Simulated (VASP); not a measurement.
Write the native input for VASP 6.6.1 that does the following.

| Property | Result |
| --- | --- |
| Task | single point |
| Functional | PBE |
| Potentials or basis | VASP PAW PBE potentials, release 64 (Si) |
| Cutoff | 520 eV |
| k mesh | 2 × 2 × 2 |
| Occupations | gaussian, width 0.05 eV |
| Spin | no spin polarisation |
| Dipole correction | no |
| Further INCAR settings | LREAL = Auto; ALGO = Normal; EDIFF = 1e-06; NBANDS = 48 |

The structure of Si (a cell with a defect) lies in POSCAR:

```
Si
1.0
    0.0000000000      5.4300000000      5.4300000000
    5.4300000000      0.0000000000      5.4300000000
    5.4300000000      5.4300000000      0.0000000000
Si
17
Direct
    0.0024453747     -0.0026097770      0.0026949825
    0.1251020055      0.1266486365      0.1231703416
    0.0035065857     -0.0028270091      0.4958102915
    0.1307193654      0.1234504171      0.6222847690
    0.0004473411      0.5003299891     -0.0011987607
    0.1250861338      0.6249828037      0.1231962996
    0.0034294648      0.5034458457      0.4958408264
    0.1249908373      0.6248328199      0.6252201731
    0.4974885022     -0.0026136261      0.0026853316
    0.6222240829      0.1221723603      0.1333912870
    0.4992526470     -0.0005426078      0.5019917179
    0.6235440735      0.1234211500      0.6222707236
    0.4974753047      0.5024199728      0.0026522018
    0.6267593700      0.6249783601      0.1232034240
    0.4973152960      0.5034239903      0.4958490770
    0.6234425081      0.6309186921      0.6222236170
    0.7494238072      0.2496078823      0.7515030971
```

The input as run:

INCAR

```
  PREC = Accurate
  ENCUT = 520
  EDIFF = 1E-6
  ISMEAR = 0
  SIGMA = 0.05
  LREAL = Auto
  LASPH = T
  NELM = 60
  ALGO = Normal
  ISIF = 2
  LWAVE = F
  LCHARG = F
  GGA = PE
  NBANDS = 48
```

KPOINTS

```
regular mesh
0
Gamma
  2 2 2
```

Potentials or basis: VASP PAW PBE potentials, release 64 (Si).

Launch:

```bash
$ cat potpaw_PBE.64/Si/POTCAR > POTCAR
$ mpirun -np 1 vasp_std > vasp.out
```

Results of the run:

```
Pressure               : 5.3 GPa
Largest force          : 0.031 eV/Å
Band gap on the k mesh : zero (bands 34 and 35 overlap by 0.26 eV)
```

Caveat: the k points lie up to 0.50 Å⁻¹ apart.

Run time: 6.4 min on 1 thread of AMD EPYC 7R13, with other jobs on the host, peak memory 0.44 GiB.
